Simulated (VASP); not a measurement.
# Li (a cell with a defect) in VASP: a series of runs, part 2 of 2

VASP 6.6.1. Earlier steps stand in the parts before.

### Step 4. Single point, PBE

INCAR reads:

```
SYSTEM = Li
PREC = Accurate
ENCUT = 520
EDIFF = 1E-7
ISMEAR = -1
SIGMA = 0.1
LREAL = Auto
LASPH = .True.
NELM = 100
ALGO = Normal
ISIF = 2
LWAVE = .False.
LCHARG = .False.
GGA = PE
NBANDS = 40
```

KPOINTS reads:

```
Automatic mesh
0
Gamma
  2 2 2
  0 0 0
```

POSCAR reads:

```
Li
1.0
    6.9800000000      0.0000000000      0.0000000000
    0.0000000000      6.9800000000      0.0000000000
    0.0000000000      0.0000000000      6.9800000000
Li
17
Direct
    0.1854011461      0.3098710602      0.1051575931
    0.4809885387     -0.0197851003     -0.0618481375
    0.1755157593      0.6305014327     -0.0115616046
   -0.1606017192      0.1781088825      0.4420773639
    0.1767048711      0.2874355301     -0.3160888252
    0.7704154728      0.5989398281      0.0900000000
    0.2793266476     -0.1454584527      0.2298567335
    0.7046275072     -0.1373925501      0.2537535817
   -0.3650429799      0.3808022923      0.6835673352
   -0.0221060172      0.6099713467      0.4091977077
    0.5376934097      0.0130945559      0.6125644699
    0.3715186246      0.5148567335      0.2494269341
    0.8352722063      0.7206733524      0.7167335244
    0.7165186246      0.3058739255      1.0985530086
    0.3714613181      0.6174498567      0.6972063037
    0.8642263610      1.0659169054      0.8790401146
    0.0803151862      0.9396704871      0.6655587393
```

Potentials or basis: VASP PAW PBE potentials, release 64 (Li_sv).

Started as:

```console
> cat potpaw_PBE.64/Li_sv/POTCAR > POTCAR
> mpirun -np 1 vasp_std > vasp.out
```

OUTCAR:

```text
SYSTEM = Li
   PREC = Accurate
   ENCUT = 520
   EDIFF = 1E-7
   ISMEAR = -1
   LREAL = Auto
   LASPH = .True.
   NELM = 100
   ISIF = 2
   GGA = PE

 ion  position               nearest neighbor table
   1  0.185  0.310  0.105-  12 2.18   3 2.38
   2  0.481  0.980  0.938-  11 2.32
   3  0.176  0.631  0.988-   1 2.38   7 2.41  12 2.42  15 2.45
   4  0.839  0.178  0.442-
   5  0.177  0.287  0.684-  17 2.52
   6  0.770  0.599  0.090-  14 2.08   8 2.21
   7  0.279  0.855  0.230-   3 2.41  12 2.46
   8  0.705  0.863  0.254-   6 2.21
   9  0.635  0.381  0.684-  15 2.47
  10  0.978  0.610  0.409-  13 2.49
  11  0.538  0.013  0.613-   2 2.32
  12  0.372  0.515  0.249-   1 2.18   3 2.42   7 2.46
  13  0.835  0.721  0.717-  17 2.32  10 2.49
  14  0.717  0.306  0.099-   6 2.08  16 2.49
  15  0.371  0.617  0.697-   3 2.45   9 2.47
  16  0.864  0.066  0.879-  17 2.30  14 2.49
  17  0.080  0.940  0.666-  16 2.30  13 2.32   5 2.52

  LATTYP: Found a simple cubic cell.
 ALAT       =     6.9800000000

  Lattice vectors:

[... 194 lines left out ...]
 cond. band min:       0.4891305951   @ k =   0.5000   0.5000   0.0000
 fundamental gap:      0.0285068584
 Fermi energy:         0.4832645461

 k-point     1 :       0.0000    0.0000    0.0000
  band No.  band energies     occupation
      1     -46.5624      2.00000
      2     -46.5149      2.00000
      3     -46.4370      2.00000
      4     -46.3819      2.00000
      5     -46.2634      2.00000
      6     -46.2288      2.00000
[... 309 lines left out ...]
     36       3.1811      0.00000
     37       3.4374      0.00000
 [bands above 37 left out]

------------------------ aborting loop because EDIFF is reached ----------------------------------------

  FORCE on cell =-STRESS in cart. coord.  units (eV):
  Direction    XX          YY          ZZ          XY          YZ          ZX
  --------------------------------------------------------------------------------------
  -------------------------------------------------------------------------------------
  Total       -0.0311516      9.5631286      3.2413916      2.2954869      3.3897006     -1.3741200
  in kB       -0.1467656     45.0551365     15.2712935     10.8148158     15.9700270     -6.4739446
  external PRESSURE =      20.0598881 kB  Pullay stress =       0.0000000 kB

 VOLUME and BASIS-vectors are now :
 -----------------------------------------------------------------------------
  energy-cutoff  :      520.00
  volume of cell :      340.07
      direct lattice vectors                 reciprocal lattice vectors
     6.980000000  0.000000000  0.000000000     0.143266476  0.000000000  0.000000000
     0.000000000  6.980000000  0.000000000     0.000000000  0.143266476  0.000000000
     0.000000000  0.000000000  6.980000000     0.000000000  0.000000000  0.143266476

 POSITION                                       TOTAL-FORCE (eV/Angst)
 -----------------------------------------------------------------------------------
      1.29410      2.16290      0.73400        -0.689534     -1.379172     -0.228107
      3.35730      6.84190      6.54830        -0.213480      0.002664      0.335151
      1.22510      4.40090      6.89930        -0.901763      0.544290     -0.808151
      5.85900      1.24320      3.08570         0.447952      0.105405     -0.216447
      1.23340      2.00630      4.77370        -0.027084      0.353336     -0.056780
      5.37750      4.18060      0.62820         0.219714      0.539484     -0.763758
[... 9 lines left out ...]
      6.03230      0.46010      6.13570         0.001701      0.116961      0.520644
      0.56060      6.55890      4.64560         1.058236     -0.316287     -0.529016
 -----------------------------------------------------------------------------------
    total drift:                                0.013053     -0.002028      0.005132

  FREE ENERGIE OF THE ION-ELECTRON SYSTEM (eV)
  ---------------------------------------------------
  free  energy   TOTEN  =       -27.8967327486 eV

  energy  without entropy=      -27.6420767751  energy(sigma->0) =      -27.76940476
```

OSZICAR:

```text
N       E                     dE             d eps       ncg     rms          rms(c)
DAV:   1     0.308789212842E+03    0.30879E+03   -0.23049E+04   648   0.128E+03
DAV:   2     0.528642259901E+02   -0.25592E+03   -0.24022E+03   656   0.347E+02
DAV:   3    -0.100569695910E+02   -0.62921E+02   -0.61180E+02  1200   0.860E+01
DAV:   4    -0.251513331591E+02   -0.15094E+02   -0.14752E+02  1088   0.672E+01
DAV:   5    -0.285367876101E+02   -0.33855E+01   -0.33839E+01  1208   0.207E+01    0.249E+00
DAV:   6    -0.279810354981E+02    0.55575E+00   -0.13207E+00   904   0.614E+00    0.111E+00
DAV:   7    -0.278944873286E+02    0.86548E-01   -0.41212E-01   928   0.257E+00    0.377E-01
DAV:   8    -0.278967600856E+02   -0.22728E-02   -0.83690E-02  1016   0.116E+00    0.263E-01
DAV:   9    -0.278966797668E+02    0.80319E-04   -0.70550E-03  1032   0.353E-01    0.156E-01
DAV:  10    -0.278966932445E+02   -0.13478E-04   -0.89641E-04  1128   0.188E-01    0.289E-02
DAV:  11    -0.278967379553E+02   -0.44711E-04   -0.53795E-04  1024   0.932E-02    0.194E-02
DAV:  12    -0.278967348736E+02    0.30817E-05   -0.21706E-05  1032   0.291E-02    0.112E-02
DAV:  13    -0.278967323467E+02    0.25270E-05   -0.53474E-06  1184   0.191E-02    0.167E-03
DAV:  14    -0.278967326882E+02   -0.34159E-06   -0.85288E-06  1008   0.104E-02    0.132E-03
DAV:  15    -0.278967327486E+02   -0.60368E-07   -0.51595E-07   672   0.340E-03
   1 F= -.27896733E+02 E0= -.27769405E+02  d E =-.254656E+00
```

stdout:

```text
POSCAR found type information on POSCAR Li
 POSCAR found :  1 types and      17 ions
 scaLAPACK will be used
 LDA part: xc-table for (Slater+PW92), standard interpolation
 POSCAR, INCAR and KPOINTS ok, starting setup
 FFT: planning ... GRIDC
 FFT: planning ... GRID_SOFT
 FFT: planning ... GRID
 WAVECAR not read
 entering main loop
```

Wall time 99 s (1 thread of Intel Xeon 6975P-C (Granite Rapids), shared host); peak memory 0.36 GiB.

What came out:

| Item | Value |
| --- | --- |
| Free energy | -27.8967 eV |
| Largest force | 1.817 eV/Å |
| Band gap on the k mesh | zero (an odd number of electrons rules out a gap without spin polarisation) |

Forces on the atoms (eV/Å):
```
Li  -0.690 -1.379 -0.228
Li  -0.213  0.003  0.335
Li  -0.902  0.544 -0.808
Li   0.448  0.105 -0.216
Li  -0.027  0.353 -0.057
Li   0.220  0.539 -0.764
Li  -0.383  0.905  0.678
Li  -0.100  0.575  0.471
Li   0.205 -0.079  0.180
Li   0.387 -0.400 -0.105
Li  -0.222 -0.226 -0.761
Li   1.357 -0.050  1.207
Li  -0.669 -0.380  0.256
Li  -0.554 -0.877  0.130
Li   0.084  0.566 -0.309
Li   0.002  0.117  0.521
Li   1.058 -0.316 -0.529
```

Caveat: the k points lie up to 0.45 Å⁻¹ apart, too coarse for converged energies and pressures of a metal; the cutoff is under 1.25 times the usual one of these potentials, so pressure, stress and relaxed cells hold a basis-set (Pulay) error.

### Step 5. Single point, PBE

INCAR reads:

```
SYSTEM = Li
PREC     = Accurate       ! precision mode
ENCUT    = 520            ! plane-wave cutoff, eV
EDIFF    = 1E-6           ! SCF threshold, eV
ISMEAR   = -1             ! smearing method
SIGMA    = 0.1            ! smearing width, eV
LREAL    = Auto         
LASPH    = .True.         ! aspherical terms in the spheres
NELM     = 80             ! most SCF steps
ALGO     = Normal         ! electronic algorithm
ISIF     = 2              ! what is computed and relaxed
LWAVE    = .False.        ! write WAVECAR
LCHARG   = .False.        ! write CHGCAR
GGA      = PE             ! functional
NBANDS   = 40             ! bands
```

KPOINTS reads:

```
regular mesh
0
Gamma
  2 2 2
  0 0 0
```

POSCAR reads:

```
Li
1.0
    6.9800000000      0.0000000000      0.0000000000
    0.0000000000      6.9800000000      0.0000000000
    0.0000000000      0.0000000000      6.9800000000
Li
17
Direct
    0.1734383954      0.4597994269      0.1427507163
    0.4625071633     -0.1159169054     -0.0087249284
    0.0712464183      0.6787249284     -0.0631088825
   -0.0938395415      0.2240974212      0.3887679083
    0.2787249284      0.2769914040     -0.3002578797
    0.7032091691      0.3991690544      0.0766332378
    0.1954154728     -0.0469340974      0.1522063037
    0.7973925501     -0.1894269341      0.1630229226
   -0.3870343840      0.2600716332      0.7442406877
    0.0117048711      0.6464183381      0.4292836676
    0.5625358166     -0.0017478510      0.4150286533
    0.5894842407      0.5512177650      0.4093123209
    0.7825071633      0.8688395415      0.6392836676
    0.4753008596      0.2411174785      1.2823925501
    0.3952148997      0.6220487106      0.7313180516
    0.8186103152      1.0758022923      0.9314756447
    0.1658452722      0.9202578797      0.6096131805
```

Started as:

```console
> cat potpaw_PBE.64/Li_sv/POTCAR > POTCAR
> mpirun -np 1 vasp_std > vasp.out
```

It took 1.7 min on 1 thread of Intel Xeon 6975P-C (Granite Rapids), shared host; peak memory 0.37 GiB.

Results (log left out):

```
Free energy            : -28.3590 eV
Largest force          : 1.175 eV/Å
Band gap on the k mesh : zero (an odd number of electrons rules out a gap without spin polarisation)
```

Forces in eV/Å, atoms in the order of the input:
```
Li   0.491 -0.653  0.270
Li   0.556  0.008 -0.458
Li  -0.686  0.126 -0.946
Li   0.097 -0.150  0.104
Li  -0.815 -0.198  0.012
Li   0.332  0.730 -0.254
Li  -0.648  0.462  0.626
Li  -0.080 -0.168  0.361
Li   0.130  0.207 -0.656
Li   0.095 -0.465  0.039
Li  -0.133 -0.894  0.407
Li  -0.052  0.471  0.165
Li  -0.091 -0.432  0.367
Li  -0.806  0.362 -0.455
Li   0.336  0.235  0.019
Li   0.929 -0.022  0.389
Li   0.344  0.381  0.007
```

Levels at points of the mesh, in eV from the Fermi level:
```csv
k point,band 22,band 23,band 24,band 25,band 26,band 27,band 28,band 29
"(0.00, 0.00, 0.00)",-1.07,-0.88,-0.80,0.16,0.37,0.65,0.77,0.87
"(0.50, 0.00, 0.00)",-0.64,-0.52,-0.45,-0.42,-0.35,-0.21,0.79,1.08
"(0.00, 0.50, 0.00)",-0.65,-0.60,-0.54,-0.41,-0.23,-0.19,0.91,0.93
"(0.00, 0.00, 0.50)",-0.71,-0.61,-0.46,-0.36,-0.23,-0.15,0.88,1.21
"(0.50, 0.50, 0.00)",-0.51,-0.34,-0.18,-0.04,0.06,0.22,0.55,0.68
"(0.00, 0.50, 0.50)",-0.35,-0.28,-0.17,-0.07,0.08,0.14,0.43,0.71
"(0.50, 0.00, 0.50)",-0.34,-0.31,-0.09,-0.03,0.06,0.24,0.32,0.48
"(0.50, 0.50, 0.50)",-1.62,-1.57,-1.49,-1.29,1.46,1.55,1.71,1.98
```

Caveat: the k points lie up to 0.45 Å⁻¹ apart, too coarse for converged energies and pressures of a metal; the cutoff is under 1.25 times the usual one of these potentials, so pressure, stress and relaxed cells hold a basis-set (Pulay) error.

### Step 6. Overview

```tsv
cell	gap on the mesh (eV)	largest force (eV/Å)
as given, atomic positions A	none	0.08
as given, atomic positions B	none	1.23
as given, atomic positions C	none	1.82
as given, atomic positions D	none	1.18
```

Alike in all rows: task single point; level PBE; potentials or basis VASP PAW PBE potentials, release 64 (Li_sv); no spin polarisation; k mesh 2 × 2 × 2; cutoff (eV) 520; smearing fermi-dirac 0.1 eV.

Caveats: all runs use coarse meshes; the cutoff is under 1.25 times the usual one of these potentials, so pressure, stress and relaxed cells hold a basis-set (Pulay) error.

Absolute energies hang on the potentials; compare differences alone.

The gap in the log of VASP goes by the Fermi energy; the results here count the filled bands.